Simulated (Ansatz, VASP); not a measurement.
# Two plane-wave programs on Ga3Sb

```xyz
4
Lattice="2.9463 0.0000 0.0000 0.0000 4.0957 0.0000 0.0000 0.0000 9.0510" Properties=species:S:1:pos:R:3 pbc="T T T"
Ga    1.4731    0.0000    7.1006
Ga    1.4731    0.0000    1.9504
Ga    1.4731    0.0000    4.5255
Sb    1.4731    2.0478    0.0000
```

Alike in both runs: functional PBE; k mesh 16 × 10 × 6; occupations gaussian, width 0.1 eV; no spin polarisation.

Ansatz relaxed the structure, and its values are those at the end. VASP's run is a single point on that final structure, the one shown.

|  | VASP | Ansatz |
| --- | --- | --- |
| version | VASP 6.6.1 | Ansatz 0.2.0 |
| potentials or method | VASP PAW PBE potentials, release 64 (Ga_d, Sb), cutoff 520 eV | scalar-relativistic, plane waves, PAW |
| valence electrons in the cell | 44 | 54 |

```tsv
	VASP	Ansatz	Ansatz less VASP
gap on the k mesh at the Fermi level (eV)	none	none	-
pressure (GPa)	0.1	0.0	-0.07
```

A gap of «none» marks a metal or a gap that the smearing closes. With one functional, cell and mesh, what is left measures potentials, basis and numerics. VASP's potentials hold 44 valence electrons a cell and Ansatz's 54, so a difference there can come from the potentials and not from the codes.

Neither program's run includes spin-orbit coupling.
